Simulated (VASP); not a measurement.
# LaAgS2 (R-3m) in VASP: settings compared

The runs below take LaAgS2 through single point, relaxation of cell and atoms, with PBEsol, r2SCAN+rVV10.

Everything below comes from runs of VASP 6.6.1. Logs are shortened: lines on timing, memory, paths and dates and some standing lists are left out, and cuts for length are marked.

## Step 1: The cell of the first run

It takes space group R-3m (No. 166, trigonal). Conventional cell: a = 4.227 Å, b = 4.227 Å, c = 16.970 Å, α = 90.00°, β = 90.00°, γ = 120.00°. Within 3.8 Å of Ag (site symmetry -3m) lie 6 S at 2.79 Å and 6 La at 3.74 Å. Within 3.8 Å of La (site symmetry -3m) lie 6 S at 2.85 Å and 6 Ag at 3.74 Å. Within 3.9 Å of S (site symmetry 3m) lie 3 Ag at 2.79 Å and 3 La at 2.85 Å and 6 S at 3.64 to 3.83 Å.

## Step 2: Single point, PBEsol

The input, INCAR:

```
SYSTEM = LaAgS2
PREC = Accurate
ENCUT = 520
EDIFF = 1E-6
ISMEAR = -1
SIGMA = 0.03
LREAL = .False.
LASPH = .True.
NELM = 100
ALGO = Normal
ISIF = 2
LWAVE = .False.
LCHARG = .False.
GGA = PS
NBANDS = 25
```

The input, KPOINTS:

```
regular mesh
0
Gamma
  6 6 6
  0 0 0
```

The input, POSCAR:

```
LaAgS2
1.0
    2.1136090274      1.2202927409      5.6567585375
   -2.1136090274      1.2202927409      5.6567585375
    0.0000000000     -2.4405854818      5.6567585375
Ag La S
1 1 2
Direct
    1.0000000000      0.0000000000      0.0000000000
    0.5000000000      0.5000000000      0.5000000000
    0.2536615361      0.2536615361      0.2536615361
    0.7463384639      0.7463384639      0.7463384639
```

Potentials or basis: VASP PAW PBE potentials, release 64 (Ag, La, S).

Started as:

```
$ cat potpaw_PBE.64/Ag/POTCAR potpaw_PBE.64/La/POTCAR potpaw_PBE.64/S/POTCAR > POTCAR
$ mpirun -np 1 vasp_std > vasp.out
```

OUTCAR:

```text
SYSTEM = LaAgS2
   PREC = Accurate
   ENCUT = 520
   EDIFF = 1E-6
   ISMEAR = -1
   LREAL = .False.
   LASPH = .True.
   NELM = 100
   ISIF = 2
   GGA = PS

 ion  position               nearest neighbor table
   1  0.000  0.000  0.000-   4 2.79   3 2.79   4 2.79   4 2.79   3 2.79   3 2.79
   2  0.500  0.500  0.500-   3 2.85   4 2.85   3 2.85   3 2.85   4 2.85   4 2.85
   3  0.254  0.254  0.254-   1 2.79   1 2.79   1 2.79   2 2.85   2 2.85   2 2.85
   4  0.746  0.746  0.746-   1 2.79   1 2.79   1 2.79   2 2.85   2 2.85   2 2.85

  LATTYP: Found a trigonal (rhomboedric) cell.
 ALAT       =     6.1607933455
 COS(alpha) =     0.7646002358

  Lattice vectors:

 A1 = (   2.1136090274,   1.2202927409,   5.6567585375)
 A2 = (  -2.1136090274,   1.2202927409,   5.6567585375)
 A3 = (   0.0000000000,  -2.4405854818,   5.6567585375)

Analysis of symmetry for initial positions (statically):
=====================================================================
 Subroutine PRICEL returns:
 Original cell was already a primitive cell.

 Routine SETGRP: Setting up the symmetry group for a
 trigonal (rhombohedral) supercell.

 Subroutine GETGRP returns: Found 12 space group operations
 (whereof 12 operations were pure point group operations)
 out of a pool of 12 trial point group operations.

The static configuration has the point symmetry D_3d.

Analysis of symmetry for dynamics (positions and initial velocities):
=====================================================================
 Subroutine PRICEL returns:
 Original cell was already a primitive cell.

 Routine SETGRP: Setting up the symmetry group for a
 trigonal (rhombohedral) supercell.

 Subroutine GETGRP returns: Found 12 space group operations
 (whereof 12 operations were pure point group operations)
 out of a pool of 12 trial point group operations.

The dynamic configuration has the point symmetry D_3d.

 Subroutine INISYM returns: Found 12 space group operations
 (whereof 12 operations are pure point group operations),
 and found     1 'primitive' translations

----------------------------------------------------------------------------------------

                                     Primitive cell

  volume of cell :      87.5402

  direct lattice vectors                    reciprocal lattice vectors
     2.113609027  1.220292741  5.656758538     0.236562199  0.136579249  0.058926562
    -2.113609027  1.220292741  5.656758538    -0.236562199  0.136579249  0.058926562
     0.000000000 -2.440585482  5.656758538     0.000000000 -0.273158499  0.058926562

  length of vectors
     6.160793345  6.160793345  6.160793345     0.279442132  0.279442132  0.279442132

  position of ions in fractional coordinates (direct lattice)
     0.000000000  0.000000000  0.000000000
     0.500000000  0.500000000  0.500000000
     0.253661536  0.253661536  0.253661536
     0.746338464  0.746338464  0.746338464

  ion indices of the primitive-cell ions
   primitive index   ion index
                 1           1
                 2           2
                 3           3
                 4           4

----------------------------------------------------------------------------------------

 KPOINTS: regular mesh

Automatic generation of k-mesh.
 Grid dimensions read from file:
 generate k-points for:    6    6    6

 Generating k-lattice:

  Cartesian coordinates                     Fractional coordinates (reciprocal lattice)
     0.039427033  0.022763208  0.009821094     0.166666667  0.000000000 -0.000000000
    -0.039427033  0.022763208  0.009821094     0.000000000  0.166666667 -0.000000000
     0.000000000 -0.045526416  0.009821094    -0.000000000 -0.000000000  0.166666667

  Length of vectors
     0.046573689  0.046573689  0.046573689

  Shift w.r.t. Gamma in fractional coordinates (k-lattice)
     0.000000000  0.000000000  0.000000000

 Subroutine IBZKPT returns following result:
 ===========================================

 Found     32 irreducible k-points:

 Following reciprocal coordinates:
            Coordinates               Weight
  0.000000  0.000000  0.000000      1.000000
  0.166667  0.000000 -0.000000      6.000000
  0.333333 -0.000000 -0.000000      6.000000
  0.500000  0.000000 -0.000000      3.000000
  0.166667  0.166667 -0.000000      6.000000
  0.333333  0.166667 -0.000000     12.000000
[... 16 lines left out ...]
  0.500000  0.500000  0.166667      6.000000
 -0.333333  0.500000  0.166667     12.000000
 [... further k-points ...]
   k-points           NKPTS =     32   k-points in BZ     NKDIM =     32   number of bands    NBANDS=     25
   number of dos      NEDOS =    301   number of ions     NIONS =      4
   total plane-waves  NPLWV = 110592
   dimension x,y,z NGX =    48 NGY =   48 NGZ =   48
   dimension x,y,z NGXF=    96 NGYF=   96 NGZF=   96
   ions per type =               1   1   2
   NGX,Y,Z   is equivalent  to a cutoff of  12.95, 12.95, 12.95 a.u.
   NGXF,Y,Z  is equivalent  to a cutoff of  25.91, 25.91, 25.91 a.u.
 SYSTEM =  LaAgS2
   PREC   = accura    normal or accurate (medium, high low for compatibility)
   ISTART =      0    job   : 0-new  1-cont  2-samecut
   ICHARG =      2    charge: 1-file 2-atom 10-const
   ISPIN  =      1    spin polarized calculation?
   LNONCOLLINEAR =      F non collinear calculations
   LSORBIT =      F    spin-orbit coupling
   LASPH  =      T    aspherical Exc in radial PAW
   ENCUT  =  520.0 eV  38.22 Ry    6.18 a.u.  11.45 11.45 11.45*2*pi/ulx,y,z
   NELM   =    100;   NELMIN=  2; NELMDL= -5     # of ELM steps
   EDIFF  = 0.1E-05   stopping-criterion for ELM
   LREAL  =      F    real-space projection
   EDIFFG = 0.1E-04   stopping-criterion for IOM
   NSW    =      0    number of steps for IOM
   IBRION =     -1    ionic relax: 0-MD 1-quasi-New 2-CG
   NFREE  =      0    steps in history (QN), initial steepest desc. (CG)
   ISIF   =      2    stress and relaxation
   ISYM   =      2    0-nonsym 1-usesym 2-fastsym
   POTIM  = 0.5000    time-step for ionic-motion
   TEBEG  =    0.0;   TEEND  =   0.0 temperature during run
   PSTRESS=    0.0 pullay stress
   NELECT =      34.0000    total number of electrons
   NUPDOWN=      -1.0000    fix difference up-down
   EMIN   =  10.00;   EMAX   =-10.00  energy-range for DOS
   EFERMI =   0.00;   METHOD = LEGACY
   ISMEAR =    -1;   SIGMA  =   0.03  broadening in eV -4-tet -1-fermi 0-gaus
   EFERMI_NEDOS =   21; number of points for ismear=-14 and -15
   IALGO  =     38    algorithm
   IMIX   =      4    mixing-type and parameters
     AMIX     =   0.40;   BMIX     =  1.00
     AMIX_MAG =   1.60;   BMIX_MAG =  1.00
  volume/ion in A,a.u.               =      21.89       147.69
  Fermi-wavevector in a.u.,A,eV,Ry     =   1.194443  2.257169 19.411338  1.426693
  Thomas-Fermi vector in A             =   2.330433
   LORBIT       =      0    0 simple, 1 ext, 2 COOP (PROOUT), +10 PAW based schemes
   GGA     = PS    functional components
   LHFCALC =     F    Hartree Fock is set to
   AEXX    =    0.0000 exact exchange contribution
   IVDW    =     0    specifies the selected vdW correction
   LEPSILON=     F    determine dielectric tensor
   LRPA    =     F    only Hartree local field effects (RPA)
 non-spin polarized calculation
  energy-cutoff  :      520.00
  volume of cell :       87.54
 maximum number of plane-waves:      2370
 NGX is ok and might be reduce to    48
   NGX = 23   NGY = 23   NGZ = 23

 number of electron      34.0000002 magnetization

 Free energy of the ion-electron system (eV)
  ---------------------------------------------------
  ext. energy  EPLUGINS =         0.00000000
  ---------------------------------------------------
  free energy    TOTEN  =       -22.77166628 eV

  energy without entropy =      -22.77166628  energy(sigma->0) =      -22.77166628

 E-fermi :   7.0046     XC(G=0): -10.5348

 val. band max:        6.3721822891   @ k =   0.3333   0.3333   0.0000
 cond. band min:       8.5375207999   @ k =   0.3333   0.3333   0.0000
 fundamental gap:      2.1653385108
 Fermi energy:         7.0046144849

 k-point     1 :       0.0000    0.0000    0.0000
  band No.  band energies     occupation
      1     -25.1241      2.00000
      2      -9.3331      2.00000
      3      -8.7529      2.00000
      4      -8.7529      2.00000
      5      -5.8667      2.00000
      6      -4.2079      2.00000
[... 17 lines left out ...]
     24      10.0530      0.00000
     25      10.0572      0.00000

 k-point     2 :       0.1667    0.0000   -0.0000
  band No.  band energies     occupation
      1     -25.1132      2.00000
      2      -9.2658      2.00000
      3      -9.0127      2.00000
      4      -8.7871      2.00000
      5      -5.5322      2.00000
      6      -4.4383      2.00000
[... 17 lines left out ...]
     24       9.9943      0.00000
     25      10.1072      0.00000

 k-point     3 :       0.3333   -0.0000   -0.0000
  band No.  band energies     occupation
      1     -25.0915      2.00000
      2      -9.4437      2.00000
      3      -9.0976      2.00000
      4      -8.8539      2.00000
      5      -5.2465      2.00000
      6      -4.5393      2.00000
[... 17 lines left out ...]
     24      10.0254      0.00000
     25      10.1675      0.00000

 k-point     4 :       0.5000    0.0000   -0.0000
  band No.  band energies     occupation
      1     -25.0805      2.00000
      2      -9.6208      2.00000
      3      -9.0100      2.00000
      4      -8.8867      2.00000
      5      -5.3632      2.00000
      6      -4.3398      2.00000
[... 17 lines left out ...]
     24      10.0489      0.00000
     25      10.2317      0.00000

 k-point     5 :       0.1667    0.1667   -0.0000
  band No.  band energies     occupation
      1     -25.1132      2.00000
      2      -9.2765      2.00000
      3      -9.0082      2.00000
      4      -8.7874      2.00000
      5      -5.4812      2.00000
      6      -4.4916      2.00000
[... 17 lines left out ...]
     24       9.9484      0.00000
     25      10.1328      0.00000

 k-point     6 :       0.3333    0.1667   -0.0000
  band No.  band energies     occupation
      1     -25.0969      2.00000
      2      -9.2951      2.00000
      3      -9.1709      2.00000
      4      -8.8787      2.00000
      5      -5.0839      2.00000
      6      -4.7265      2.00000
[... 17 lines left out ...]
     24       9.9942      0.00000
     25      10.2269      0.00000
[... 393 lines left out ...]
 k-point    21 :      -0.3333    0.3333    0.1667
  band No.  band energies     occupation
      1     -25.0805      2.00000
      2      -9.5074      2.00000
      3      -9.0774      2.00000
      4      -8.9874      2.00000
      5      -5.1511      2.00000
      6      -4.4825      2.00000
[... 17 lines left out ...]
     24      10.0007      0.00000
     25      10.2796      0.00000

 k-point    22 :      -0.1667    0.3333    0.1667
  band No.  band energies     occupation
      1     -25.0806      2.00000
      2      -9.5142      2.00000
      3      -9.0583      2.00000
      4      -8.9900      2.00000
      5      -5.0499      2.00000
      6      -4.6307      2.00000
[... 17 lines left out ...]
     24       9.9983      0.00000
     25      10.2031      0.00000

 k-point    23 :       0.5000    0.5000    0.1667
  band No.  band energies     occupation
      1     -25.0913      2.00000
      2      -9.4482      2.00000
      3      -9.1187      2.00000
      4      -8.8550      2.00000
      5      -5.1316      2.00000
      6      -4.5912      2.00000
[... 17 lines left out ...]
     24      10.1101      0.00000
     25      10.1483      0.00000

 k-point    24 :      -0.3333    0.5000    0.1667
  band No.  band energies     occupation
      1     -25.0805      2.00000
      2      -9.5092      2.00000
      3      -9.0760      2.00000
      4      -8.9892      2.00000
      5      -5.1124      2.00000
      6      -4.5201      2.00000
[... 17 lines left out ...]
     24      10.0435      0.00000
     25      10.2207      0.00000

 [... further k-points ...]

------------------------ aborting loop because EDIFF is reached ----------------------------------------

  FORCE on cell =-STRESS in cart. coord.  units (eV):
  Direction    XX          YY          ZZ          XY          YZ          ZX
  --------------------------------------------------------------------------------------
  -------------------------------------------------------------------------------------
  Total       -0.0385176     -0.0385176     -0.0222881      0.0000000      0.0000000      0.0000000
  in kB       -0.7049558     -0.7049558     -0.4079210      0.0000000      0.0000000      0.0000000
  external PRESSURE =      -0.6059442 kB  Pullay stress =       0.0000000 kB

 VOLUME and BASIS-vectors are now :
 -----------------------------------------------------------------------------
  energy-cutoff  :      520.00
  volume of cell :       87.54
      direct lattice vectors                 reciprocal lattice vectors
     2.113609027  1.220292741  5.656758538     0.236562199  0.136579249  0.058926562
    -2.113609027  1.220292741  5.656758538    -0.236562199  0.136579249  0.058926562
     0.000000000 -2.440585482  5.656758538     0.000000000 -0.273158499  0.058926562

 POSITION                                       TOTAL-FORCE (eV/Angst)
 -----------------------------------------------------------------------------------
      0.00000      0.00000      0.00000         0.000000      0.000000      0.000000
      0.00000      0.00000      8.48514        -0.000000      0.000000     -0.000000
      0.00000      0.00000      4.30471        -0.000000      0.000000      0.000724
      0.00000      0.00000     12.66557        -0.000000     -0.000000     -0.000724
 -----------------------------------------------------------------------------------
    total drift:                                0.000000      0.000000      0.000000

  FREE ENERGIE OF THE ION-ELECTRON SYSTEM (eV)
  ---------------------------------------------------
  free  energy   TOTEN  =       -22.7716662838 eV

  energy  without entropy=      -22.7716662837  energy(sigma->0) =      -22.77166628
```

Run time: 4.8 min. Hardware: 1 thread of Intel Xeon 8259CL, shared host; peak memory 0.38 GiB.

What came out:

* Free energy: -22.7717 eV
* Pressure: -0.1 GPa
* Band gap on the k mesh: 2.17 eV

Levels at points of the mesh, in eV from the valence-band top:
| k point | band 14 | band 15 | band 16 | band 17 | band 18 | band 19 | band 20 | band 21 |
| --- | --- | --- | --- | --- | --- | --- | --- | --- |
| (0.00, 0.00, 0.00) | -1.33 | -1.17 | -1.17 | -0.50 | 2.46 | 2.96 | 3.08 | 3.08 |
| (0.50, 0.00, 0.00) | -2.80 | -2.43 | -0.22 | -0.04 | 2.66 | 3.02 | 3.25 | 3.35 |
| (0.50, 0.50, 0.00) | -1.97 | -1.14 | -0.90 | -0.42 | 2.24 | 3.03 | 3.19 | 3.31 |
| (0.50, 0.50, 0.50) | -2.28 | -2.24 | -0.03 | -0.03 | 2.48 | 2.69 | 2.69 | 3.14 |

Caveat: the PAW data sets were made with another functional, which shifts forces and pressure a little; spin-orbit coupling is left out, which moves the levels of the heavy elements. A k mesh can miss the band edges.

## Step 3: Single point, r2SCAN+rVV10

This run uses another cell than the first one, of 22.83 Å³/atom.

The input, POSCAR:

```
LaAgS2
1.0
    2.1258865844      1.2273811918      5.8341794157
   -2.1258865844      1.2273811918      5.8341794157
    0.0000000000     -2.4547623836      5.8341794157
Ag La S
1 1 2
Direct
    1.0000000000      0.0000000000      0.0000000000
    0.5000000000      0.5000000000      0.5000000000
    0.2525414147      0.2525414147      0.2525414147
    0.7474585853      0.7474585853      0.7474585853
```

The input, INCAR.step1:

```
SYSTEM = LaAgS2
ALGO = Normal
EDIFF = 1E-4
ENCUT = 520
GGA = PE
ISMEAR = -1
LASPH = .TRUE.
LCHARG = .FALSE.
LREAL = .FALSE.
LWAVE = .TRUE.
NBANDS = 25
NELM = 80
PREC = Accurate
SIGMA = 0.03
```

The input, INCAR.step2:

```
SYSTEM = LaAgS2
ALGO = Normal
BPARAM = 11.95
CPARAM = 0.0093
EDIFF = 1E-7
ENCUT = 520
ISIF = 2
ISMEAR = -1
ISTART = 1
IVDW_NL = 2
LASPH = .TRUE.
LCHARG = .FALSE.
LMIXTAU = .TRUE.
LREAL = .FALSE.
LUSE_VDW = .TRUE.
LWAVE = .FALSE.
METAGGA = R2SCAN
NBANDS = 25
NELM = 80
PREC = Accurate
SIGMA = 0.03
```

The input, KPOINTS:

```
k-points
0
G
  6 6 6
  0 0 0
```

Potentials or basis: VASP PAW PBE potentials, release 64 (Ag, La, S).

Started as:

```
$ cat potpaw_PBE.64/Ag/POTCAR potpaw_PBE.64/La/POTCAR potpaw_PBE.64/S/POTCAR > POTCAR
$ cp INCAR.step1 INCAR
$ mpirun -np 1 vasp_std > vasp.out
$ cp INCAR.step2 INCAR
$ mpirun -np 1 vasp_std > vasp.out
```

Wall time 33 min (1 thread of Intel Xeon 8259CL, shared host); peak memory 0.81 GiB.

Results (log left out):

```yaml
Free_energy: -72.5573 eV
Pressure: 0.0 GPa
Band_gap_on_the_k_mesh: 2.63 eV
```

Forces in eV/Å, atoms in the order of the input:
```
Ag   0.000  0.000  0.000
La   0.000  0.000  0.000
S    0.000  0.000 -0.003
S    0.000  0.000  0.003
```

Levels at points of the mesh, in eV from the valence-band top:
```csv
k point,band 13,band 14,band 15,band 16,band 17,band 18,band 19,band 20,band 21,band 22
"(0.00, 0.00, 0.00)",-1.25,-1.25,-1.12,-1.12,-0.53,3.03,3.42,3.50,3.50,3.79
"(0.50, 0.00, 0.00)",-2.65,-2.58,-2.20,-0.20,-0.05,3.00,3.44,3.66,3.73,3.86
"(0.50, 0.50, 0.00)",-2.42,-1.83,-1.15,-0.87,-0.40,2.63,3.47,3.62,3.71,3.83
"(0.50, 0.50, 0.50)",-2.51,-2.21,-2.11,-0.03,-0.03,3.07,3.21,3.21,3.54,3.84
```

Caveat: the PAW data sets were made with another functional, which shifts forces and pressure a little; spin-orbit coupling is left out, which moves the levels of the heavy elements. A k mesh can miss the band edges.

(Part 1 of 2 ends here.)
